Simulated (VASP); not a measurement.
Sc: single point with LDA

The system is Sc.

```xyz
1
Lattice="2.8485 0.0000 0.0000 0.0000 2.8485 0.0000 0.0000 0.0000 2.8485" Properties=species:S:1:pos:R:3 pbc="T T T"
Sc    0.0000    0.0000    0.0000
```

```json
{"Program": "VASP 6.6.1", "Task": "single point", "Functional": "LDA", "Potentials or basis": "VASP PAW LDA potentials, release 64 (Sc_sv)", "Cutoff": "520 eV", "k mesh": "15 × 15 × 15, shifted", "Occupations": "fermi-dirac, width 0.05 eV", "Spin": "no spin polarisation", "Dipole correction": "no", "Further INCAR settings": "ALGO = Normal; EDIFF = 1e-06; NBANDS = 12"}
```

| Quantity | Value |
| --- | --- |
| Pressure | 0.1 GPa |

Levels at points of the mesh, in eV from the Fermi level:
| k point | band 3 | band 4 | band 5 | band 6 | band 7 | band 8 |
| --- | --- | --- | --- | --- | --- | --- |
| (0.50, 0.50, 0.50) | -27.98 | -27.98 | -0.65 | -0.65 | -0.65 | 5.47 |

Wall time 11 s on 1 thread of Intel(R) Xeon(R) Platinum 8375C CPU @ 2.90GHz (Ice Lake), with other jobs on the host, peak memory 0.15 GiB.
